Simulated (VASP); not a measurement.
Co: single point with PBE

Co:

```xyz
2
Lattice="2.4720 0.0000 0.0000 -1.2360 2.1408 0.0000 0.0000 0.0000 4.0211" Properties=species:S:1:pos:R:3 pbc="T T T"
Co    1.2360    0.7136    3.0159
Co    0.0000    1.4272    1.0053
```

```
Program             : VASP 6.6.1
Task                : single point
Functional          : PBE
Potentials or basis : VASP PAW PBE potentials, release 64 (Co)
Cutoff              : 520 eV
k mesh              : 12 × 12 × 7
Occupations         : gaussian, width 0.016 eV
Spin                : collinear spin, ferromagnetic start
Starting moments    : [2.0, 2.0] μB
```

```
Pressure                                              : 3.9 GPa
Net moment                                            : 3.21 μB per cell
Site moments                                          : Co +1.62 μB
Valence electrons inside the program's atomic spheres : Co 8.31
```

Stress tensor (GPa, compression positive):
```
5.06 0.00 0.00
0.00 5.06 0.00
0.00 0.00 1.72
```

Levels at points of the mesh, in eV from the Fermi level:
Spin up:
| k point | band 7 | band 8 | band 9 | band 10 | band 11 | band 12 | band 13 | band 14 | band 15 | band 16 |
| --- | --- | --- | --- | --- | --- | --- | --- | --- | --- | --- |
| (0.00, 0.00, 0.00) | -2.29 | -1.90 | -1.90 | -0.79 | -0.79 | -0.14 | 6.45 | 22.23 | 25.04 | 25.04 |
| (0.50, 0.00, 0.00) | -2.20 | -0.64 | -0.57 | -0.49 | 1.38 | 3.45 | 9.82 | 10.49 | 12.90 | 14.19 |
Spin down:
| k point | band 5 | band 6 | band 7 | band 8 | band 9 | band 10 |
| --- | --- | --- | --- | --- | --- | --- |
| (0.00, 0.00, 0.00) | -0.97 | -0.60 | -0.60 | -0.19 | -0.14 | -0.14 |
| (0.50, 0.00, 0.00) | -1.11 | -1.07 | -0.64 | 1.24 | 1.34 | 1.40 |

Wall time 36 s on 1 thread of AMD EPYC 7R13 Processor (Zen 3) (shared host), peak memory 0.13 GiB.
